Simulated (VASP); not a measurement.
# Cd6Te (P6/mmm) in VASP: further runs

The runs below take Cd6Te through relaxation of cell and atoms, single point, with PBE.

All numbers are computed with VASP 6.6.1; they aren't measurements. Logs are shortened: lines on timing, memory, paths and dates and some standing lists are left out, and cuts for length are marked.

### Step 1. The cell of the first run

Symmetry: P6/mmm, No. 191, hexagonal system. Conventional cell: a = 8.736 Å, b = 8.736 Å, c = 2.968 Å, α = 90.00°, β = 90.00°, γ = 120.00°. Cd (site symmetry mm2) has 6 Cd at 2.97 to 3.29 Å and 1 Te at 3.29 Å within 3.9 Å. Within 3.9 Å of Te (site symmetry 6/mmm) lie 2 Te at 2.97 Å and 6 Cd at 3.29 Å.

The cell was built from a structure type or drawn by symmetry, and may not be a known phase.

### Step 2. Relaxation of cell and atoms, PBE

INCAR

```
SYSTEM = Cd6Te
PREC = Accurate
ENCUT = 600
EDIFF = 1E-6
ISMEAR = 0
SIGMA = 0.1
LREAL = .False.
LASPH = .True.
NELM = 60
ALGO = Fast
ISIF = 3
LWAVE = .False.
LCHARG = .False.
GGA = PE
IBRION = 2
NSW = 100
EDIFFG = -0.01
```

KPOINTS

```
regular mesh
0
Gamma
  6 6 10
  0 0 0
```

POSCAR

```
Cd6Te
1.0
    8.7364322115      0.0000000000      0.0000000000
   -4.3682161058      7.5659722336      0.0000000000
    0.0000000000      0.0000000000      2.9681831684
Cd Te
6 1
Direct
    0.7824107332      0.2175892668      0.5000000000
    0.7824107332      0.5648214664      0.5000000000
    0.4351785336      0.2175892668      0.5000000000
    0.2175892668      0.7824107332      0.5000000000
    0.2175892668      0.4351785336      0.5000000000
    0.5648214664      0.7824107332      0.5000000000
    0.0000000000      0.0000000000      0.5000000000
```

Potentials or basis: VASP PAW PBE potentials, release 64 (Cd, Te).

Run with:

```console
$ cat potpaw_PBE.64/Cd/POTCAR potpaw_PBE.64/Te/POTCAR > POTCAR
$ mpirun -np 1 vasp_std > vasp.out
```

OUTCAR:

```text
SYSTEM = Cd6Te
   PREC = Accurate
   ENCUT = 600
   EDIFF = 1E-6
   ISMEAR = 0
   LREAL = .False.
   LASPH = .True.
   NELM = 60
   ISIF = 3
   GGA = PE
   IBRION = 2
   NSW = 100
   EDIFFG = -0.01

 ion  position               nearest neighbor table
   1  0.782  0.218  0.500-   3 3.03   2 3.03   5 3.29   6 3.29   7 3.29
   2  0.782  0.565  0.500-   3 3.03   1 3.03   4 3.29   7 3.29   6 3.29
   3  0.435  0.218  0.500-   2 3.03   1 3.03   7 3.29   4 3.29   5 3.29
   4  0.218  0.782  0.500-   6 3.03   5 3.03   2 3.29   3 3.29   7 3.29
   5  0.218  0.435  0.500-   6 3.03   4 3.03   1 3.29   7 3.29   3 3.29
   6  0.565  0.782  0.500-   5 3.03   4 3.03   7 3.29   1 3.29   2 3.29
   7  0.000  0.000  0.500-   3 3.29   6 3.29   5 3.29   2 3.29   1 3.29   4 3.29

  LATTYP: Found a hexagonal cell.
 ALAT       =     8.7364322115
 C/A-ratio  =     0.3397477479

  Lattice vectors:

 A1 = (   8.7364322115,   0.0000000000,   0.0000000000)
 A2 = (  -4.3682161058,   7.5659722336,   0.0000000000)
 A3 = (   0.0000000000,   0.0000000000,   2.9681831684)

Analysis of symmetry for initial positions (statically):
=====================================================================
 Subroutine PRICEL returns:
 Original cell was already a primitive cell.

 Routine SETGRP: Setting up the symmetry group for a
 hexagonal supercell.

 Subroutine GETGRP returns: Found 24 space group operations
 (whereof 24 operations were pure point group operations)
 out of a pool of 24 trial point group operations.

The static configuration has the point symmetry D_6h.

Analysis of symmetry for dynamics (positions and initial velocities):
=====================================================================
 Subroutine PRICEL returns:
 Original cell was already a primitive cell.

 Routine SETGRP: Setting up the symmetry group for a
 hexagonal supercell.

 Subroutine GETGRP returns: Found 24 space group operations
 (whereof 24 operations were pure point group operations)
 out of a pool of 24 trial point group operations.

The dynamic configuration has the point symmetry D_6h.

 Subroutine INISYM returns: Found 24 space group operations
 (whereof 24 operations are pure point group operations),
 and found     1 'primitive' translations

----------------------------------------------------------------------------------------

                                     Primitive cell

  volume of cell :     196.1957

  direct lattice vectors                    reciprocal lattice vectors
     8.736432212  0.000000000  0.000000000     0.114463201  0.066085360  0.000000000
    -4.368216106  7.565972234  0.000000000     0.000000000  0.132170720  0.000000000
     0.000000000  0.000000000  2.968183168     0.000000000  0.000000000  0.336906432

  length of vectors
     8.736432212  8.736432212  2.968183168     0.132170720  0.132170720  0.336906432

  position of ions in fractional coordinates (direct lattice)
     0.782410733  0.217589267  0.500000000
     0.782410733  0.564821466  0.500000000
     0.435178534  0.217589267  0.500000000
     0.217589267  0.782410733  0.500000000
     0.217589267  0.435178534  0.500000000
     0.564821466  0.782410733  0.500000000
     0.000000000  0.000000000  0.500000000

  ion indices of the primitive-cell ions
   primitive index   ion index
                 1           1
                 2           2
                 3           3
                 4           4
                 5           5
                 6           6
                 7           7

----------------------------------------------------------------------------------------

 KPOINTS: regular mesh

Automatic generation of k-mesh.
 Grid dimensions read from file:
 generate k-points for:    6    6   10

 Generating k-lattice:

  Cartesian coordinates                     Fractional coordinates (reciprocal lattice)
     0.019077200  0.011014227  0.000000000     0.166666667  0.000000000  0.000000000
     0.000000000  0.022028453  0.000000000     0.000000000  0.166666667  0.000000000
     0.000000000  0.000000000  0.033690643     0.000000000  0.000000000  0.100000000

  Length of vectors
     0.022028453  0.022028453  0.033690643

  Shift w.r.t. Gamma in fractional coordinates (k-lattice)
     0.000000000  0.000000000  0.000000000

 Subroutine IBZKPT returns following result:
 ===========================================

 Found     42 irreducible k-points:

 Following reciprocal coordinates:
            Coordinates               Weight
  0.000000  0.000000  0.000000      1.000000
  0.166667  0.000000  0.000000      6.000000
  0.333333  0.000000  0.000000      6.000000
  0.500000  0.000000  0.000000      3.000000
  0.166667  0.166667  0.000000      6.000000
  0.333333  0.166667  0.000000     12.000000
[... 16 lines left out ...]
  0.166667  0.000000  0.300000     12.000000
  0.333333  0.000000  0.300000     12.000000
 [... further k-points ...]
   k-points           NKPTS =     42   k-points in BZ     NKDIM =     42   number of bands    NBANDS=     46
   number of dos      NEDOS =    301   number of ions     NIONS =      7
   total plane-waves  NPLWV = 117600
   dimension x,y,z NGX =    70 NGY =   70 NGZ =   24
   dimension x,y,z NGXF=   140 NGYF=  140 NGZF=   48
   ions per type =               6   1
   NGX,Y,Z   is equivalent  to a cutoff of  13.32, 13.32, 13.44 a.u.
   NGXF,Y,Z  is equivalent  to a cutoff of  26.64, 26.64, 26.88 a.u.
 SYSTEM =  Cd6Te
   PREC   = accura    normal or accurate (medium, high low for compatibility)
   ISTART =      0    job   : 0-new  1-cont  2-samecut
   ICHARG =      2    charge: 1-file 2-atom 10-const
   ISPIN  =      1    spin polarized calculation?
   LNONCOLLINEAR =      F non collinear calculations
   LSORBIT =      F    spin-orbit coupling
   LASPH  =      T    aspherical Exc in radial PAW
   ENCUT  =  600.0 eV  44.10 Ry    6.64 a.u.  17.45 17.45  5.93*2*pi/ulx,y,z
   NELM   =     60;   NELMIN=  2; NELMDL= -5     # of ELM steps
   EDIFF  = 0.1E-05   stopping-criterion for ELM
   LREAL  =      F    real-space projection
   EDIFFG = -.1E-01   stopping-criterion for IOM
   NSW    =    100    number of steps for IOM
   IBRION =      2    ionic relax: 0-MD 1-quasi-New 2-CG
   NFREE  =      1    steps in history (QN), initial steepest desc. (CG)
   ISIF   =      3    stress and relaxation
   ISYM   =      2    0-nonsym 1-usesym 2-fastsym
   POTIM  = 0.5000    time-step for ionic-motion
   TEBEG  =    0.0;   TEEND  =   0.0 temperature during run
   PSTRESS=    0.0 pullay stress
   NELECT =      78.0000    total number of electrons
   NUPDOWN=      -1.0000    fix difference up-down
   EMIN   =  10.00;   EMAX   =-10.00  energy-range for DOS
   EFERMI =   0.00;   METHOD = LEGACY
   ISMEAR =     0;   SIGMA  =   0.10  broadening in eV -4-tet -1-fermi 0-gaus
   EFERMI_NEDOS =   21; number of points for ismear=-14 and -15
   IALGO  =     68    algorithm
   IMIX   =      4    mixing-type and parameters
     AMIX     =   0.40;   BMIX     =  1.00
     AMIX_MAG =   1.60;   BMIX_MAG =  1.00
  volume/ion in A,a.u.               =      28.03       189.14
  Fermi-wavevector in a.u.,A,eV,Ry     =   1.203769  2.274794 19.715658  1.449060
  Thomas-Fermi vector in A             =   2.339513
   LORBIT       =      0    0 simple, 1 ext, 2 COOP (PROOUT), +10 PAW based schemes
   GGA     = PE    functional components
   LHFCALC =     F    Hartree Fock is set to
   AEXX    =    0.0000 exact exchange contribution
   IVDW    =     0    specifies the selected vdW correction
   LEPSILON=     F    determine dielectric tensor
   LRPA    =     F    only Hartree local field effects (RPA)
 conjugate gradient relaxation of ions
 non-spin polarized calculation
 RMM-DIIS sequential band-by-band and
 Gauss-broadening in eV      SIGMA  =   0.10
  energy-cutoff  :      600.00
  volume of cell :      196.20
 maximum number of plane-waves:      6606
 NGX is ok and might be reduce to    70
   NGX = 35   NGY = 35   NGZ = 11

--------------------------------------- Ionic step        1  -------------------------------------------

 number of electron      78.0000022 magnetization

 Free energy of the ion-electron system (eV)
  ---------------------------------------------------
  ext. energy  EPLUGINS =         0.00000000
  ---------------------------------------------------
  free energy    TOTEN  =        -6.86176453 eV

  energy without entropy =       -6.84144265  energy(sigma->0) =       -6.85160359

------------------------ aborting loop because EDIFF is reached ----------------------------------------

  FORCE on cell =-STRESS in cart. coord.  units (eV):
  Direction    XX          YY          ZZ          XY          YZ          ZX
  --------------------------------------------------------------------------------------
  -------------------------------------------------------------------------------------
  Total        0.0566639      0.0566639      1.0268503     -0.0000000      0.0000000     -0.0000000
  in kB        0.4627299      0.4627299      8.3854848     -0.0000000      0.0000000     -0.0000000
  external PRESSURE =       3.1036482 kB  Pullay stress =       0.0000000 kB
[... 272 lines left out ...]
  energy  without entropy=       -6.8812450566  energy(sigma->0) =       -6.88946148

--------------------------------------- Ionic step        8  -------------------------------------------

 number of electron      78.0000001 magnetization

 Free energy of the ion-electron system (eV)
  ---------------------------------------------------
  ext. energy  EPLUGINS =         0.00000000
  ---------------------------------------------------
  free energy    TOTEN  =        -6.89776941 eV

  energy without entropy =       -6.88122710  energy(sigma->0) =       -6.88949826

 E-fermi :   2.2391     XC(G=0):  -9.6743

 val. band max:        2.2365061728   @ k =   0.0000   0.0000   0.1000
 cond. band min:       2.2492957984   @ k =   0.3333   0.1667   0.3000
 fundamental gap:      0.0127896257
 Fermi energy:         2.2391153172

 k-point     1 :       0.0000    0.0000    0.0000
  band No.  band energies     occupation
      1     -10.1013      2.00000
      2      -7.0824      2.00000
      3      -6.9853      2.00000
      4      -6.9729      2.00000
      5      -6.9729      2.00000
      6      -6.8749      2.00000
[... 1165 lines left out ...]
     45       5.8206      0.00000
     46       6.2412      0.00000

 [... further k-points ...]

------------------------ aborting loop because EDIFF is reached ----------------------------------------

  FORCE on cell =-STRESS in cart. coord.  units (eV):
  Direction    XX          YY          ZZ          XY          YZ          ZX
  --------------------------------------------------------------------------------------
  -------------------------------------------------------------------------------------
  Total        0.0019487      0.0019487     -0.0236662     -0.0000000      0.0000000     -0.0000000
  in kB        0.0158557      0.0158557     -0.1925618     -0.0000000      0.0000000     -0.0000000
  external PRESSURE =      -0.0536168 kB  Pullay stress =       0.0000000 kB
[... 22 lines left out ...]
  FREE ENERGIE OF THE ION-ELECTRON SYSTEM (eV)
  ---------------------------------------------------
  free  energy   TOTEN  =        -6.8977694093 eV

  energy  without entropy=       -6.8812271038  energy(sigma->0) =       -6.88949826

 reached required accuracy - stopping structural energy minimisation
```

Wall time 60 min (1 thread of Intel Xeon 8259CL, shared host); peak memory 0.61 GiB.

What came out:

```yaml
Free_energy: -6.8978 eV
Relaxed_volume: 28.13 Å³/atom
Relaxed_cell: a = 8.661 Å, b = 8.661 Å, c = 3.031 Å, α = 90.00°, β = 90.00°, γ = 120.00°
Space_group_after_relaxing_to_0.1_Å: P6/mmm (No. 191)
Energy_gained_by_relaxing: 5.1 meV/atom
Ionic_steps: 8
Pressure_after_relaxing: 0.0 GPa
Band_gap_on_the_k_mesh: zero (bands 39 and 40 overlap by 1.23 eV)
```

The path:
| step | energy change (eV) | largest force (eV/Å) | pressure (GPa) | volume (Å³) |
| --- | --- | --- | --- | --- |
| 1 | 0.0000 | 0.1884 | 0.31 | 196.20 |
| 2 | -0.0142 | 0.1498 | 0.01 | 197.74 |
| 3 | -0.0240 | 0.0645 | -0.60 | 201.35 |
| 4 | -0.0332 | 0.0142 | -0.34 | 199.30 |
| 5 | -0.0348 | 0.0136 | -0.21 | 198.29 |
| 6 | -0.0348 | 0.0193 | -0.18 | 198.06 |
| 7 | -0.0359 | 0.0045 | -0.05 | 197.18 |
| 8 | -0.0360 | 0.0010 | -0.01 | 196.91 |

Final structure:
```
Cd Te
1.0
     8.66103    0.00000    0.00000
    -4.33052    7.50067    0.00000
     0.00000    0.00000    3.03110
Cd Te
6 1
Direct
  0.78549 0.21451 0.50000
  0.78549 0.57098 0.50000
  0.42902 0.21451 0.50000
  0.21451 0.78549 0.50000
  0.21451 0.42902 0.50000
  0.57098 0.78549 0.50000
  0.00000 0.00000 0.50000
```

Levels at points of the mesh, in eV from the Fermi level:
```
           k point  band 37  band 38  band 39  band 40  band 41  band 42
(0.00, 0.00, 0.00)    -3.82    -0.66    -0.66    -0.21     2.08     2.28
(0.50, 0.00, 0.00)    -2.24    -2.03    -1.12    -0.46     0.44     1.84
(0.00, 0.00, 0.50)    -0.58    -0.03    -0.03     0.50     0.50     0.53
(0.50, 0.00, 0.50)    -0.92    -0.45     0.27     0.36     0.94     0.99
```

Caveat: spin-orbit coupling is left out, which moves the levels of the heavy elements.

(Part 1 of 2 ends here.)
